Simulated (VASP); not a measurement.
Here is a VASP 6.6.1 calculation.

File INCAR:

```
SYSTEM = SrO
PREC = Accurate
ENCUT = 600
EDIFF = 1E-6
ISMEAR = 0
SIGMA = 0.1
LREAL = .False.
LASPH = .True.
NELM = 120
ALGO = Normal
ISIF = 2
LWAVE = .False.
LCHARG = .True.
GGA = PE
LELF = .True.
LVHAR = .True.
NBANDS = 24
GGA_COMPAT = .False.
```

Contents of KPOINTS:

```
regular mesh
0
Gamma
  6 6 4
  0 0 0
```

The input POSCAR:

```
SrO
1.0
    3.6734772375      0.0000000000      0.0000000000
    0.0000000000      3.6734772375      0.0000000000
    0.0000000000      0.0000000000      5.1950813124
Sr O
2 2
Direct
    0.0000000000      0.0000000000      0.0000000000
    0.5000000000      0.5000000000      0.5000000000
    0.5000000000      0.5000000000      0.0000000000
    0.0000000000      1.0000000000      0.5000000000
```

Potentials or basis: VASP PAW PBE potentials, release 64 (Sr_sv, O).

Launch:

```bash
$ cat potpaw_PBE.64/Sr_sv/POTCAR potpaw_PBE.64/O/POTCAR > POTCAR
$ mpirun -np 1 vasp_std > vasp.out
```

Q: What does it give for the band gap on the k mesh?

A: 3.28 eV.

Q: Predict the pressure.

A: 0.4 GPa.

A k mesh can miss the band edges. PBE gaps usually lie below the measured ones, often by a third to a half.
